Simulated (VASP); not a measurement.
Write the native input for VASP 6.6.1 that does the following.

| Property | Result |
| --- | --- |
| Task | single point |
| Functional | PBE |
| Potentials or basis | VASP PAW PBE potentials, release 64 (K_sv) |
| Cutoff | 520 eV |
| k mesh | 12 × 12 × 12 |
| Occupations | gaussian, width 0.1 eV |
| Spin | no spin polarisation |
| Dipole correction | no |
| Further INCAR settings | ALGO = Normal; EDIFF = 1e-06; NBANDS = 10 |

The structure of K lies in POSCAR:

```
K
1.0
   -2.6409252690      2.6409252690      2.6409252690
    2.6409252690     -2.6409252690      2.6409252690
    2.6409252690      2.6409252690     -2.6409252690
K
1
Direct
    0.0000000000      0.0000000000      0.0000000000
```

One way to write it, as run:

INCAR

```
SYSTEM = K
ALGO = Normal
EDIFF = 1E-6
ENCUT = 520
GGA = PE
ISIF = 2
ISMEAR = 0
LASPH = .TRUE.
LCHARG = .FALSE.
LREAL = .FALSE.
LWAVE = .FALSE.
NBANDS = 10
NELM = 100
PREC = Accurate
SIGMA = 0.1
```

KPOINTS

```
k-points
0
G
  12 12 12
  0 0 0
```

Potentials or basis: VASP PAW PBE potentials, release 64 (K_sv).

The run is started by

```bash
$ cat potpaw_PBE.64/K_sv/POTCAR > POTCAR
$ mpirun -np 1 vasp_std > vasp.out
```

It gave:

| Item | Value |
| --- | --- |
| Pressure | 0.0 GPa |

Wall time 13 s on 1 thread of Intel(R) Xeon(R) 6975P-C (Granite Rapids) (shared host), peak memory 0.21 GiB.
